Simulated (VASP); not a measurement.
BP:

```xyz
2
Lattice="0.0000 2.2683 2.2683 2.2683 0.0000 2.2683 2.2683 2.2683 0.0000" Properties=species:S:1:pos:R:3 pbc="T T T"
B     0.0000    0.0000    0.0000
P     1.1342    1.1342    1.1342
```

Base run:

| Quantity | Value |
| --- | --- |
| Program | VASP 6.6.1 |
| Functional | PBE |
| Potentials or basis | VASP PAW PBE potentials, release 64 (B, P) |
| Cutoff | 520 eV |
| k mesh | 6 × 6 × 6 |
| Occupations | gaussian, width 0.01 eV |
| Spin | no spin polarisation |

Its results: band gap on the k mesh 1.33 eV, indirect (least direct gap 3.40 eV); pressure 1.2 GPa.

**Question.** After a change of settings the same cell gave: band gap on the k mesh 1.29 eV, indirect (least direct gap 3.38 eV); pressure -5.1 GPa. Which change was it?
A. functional from PBE to LDA; potentials or basis from VASP PAW PBE potentials, release 64 (B, P) to VASP PAW LDA potentials, release 64 (B, P)
B. k mesh from 6 × 6 × 6 to 8 × 8 × 8
C. functional from PBE to r2SCAN; further incar settings from ALGO = Normal; EDIFF = 1e-06; NBANDS = 11 to ALGO = Normal; EDIFF = 1e-07; NBANDS = 11

**Answer.** A.
